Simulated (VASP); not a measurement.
A run of VASP 6.6.1 is set up as follows.

File INCAR:

```
SYSTEM = Hg
PREC = Accurate
ENCUT = 520
EDIFF = 1E-7
ISMEAR = -1
SIGMA = 0.08
LREAL = .False.
LASPH = .True.
NELM = 60
ALGO = Normal
ISIF = 2
LWAVE = .False.
LCHARG = .False.
GGA = PE
NBANDS = 12
```

Contents of KPOINTS:

```
regular mesh
0
Gamma
  12 12 12
  0 0 0
```

POSCAR

```
Hg
1.0
    2.4609561562      0.0000000000      0.0000000000
    0.0000000000      2.4609561562      0.0000000000
    0.0000000000      0.0000000000      2.4609561562
Hg
1
Direct
    0.0000000000      0.0000000000      0.0000000000
```

Potentials or basis: VASP PAW PBE potentials, release 64 (Hg).

Command:

```sh
$ cat potpaw_PBE.64/Hg/POTCAR > POTCAR
$ mpirun -np 1 vasp_std > vasp.out
```

(1) Estimate the pressure.

(2) Estimate the band gap on the k mesh.

## Answers

(1) 141.3 GPa.

(2) zero (bands 6 and 7 overlap by 7.94 eV).

Caveat: the cell stands under pressure; spin-orbit coupling is left out, which moves the levels of the heavy elements.
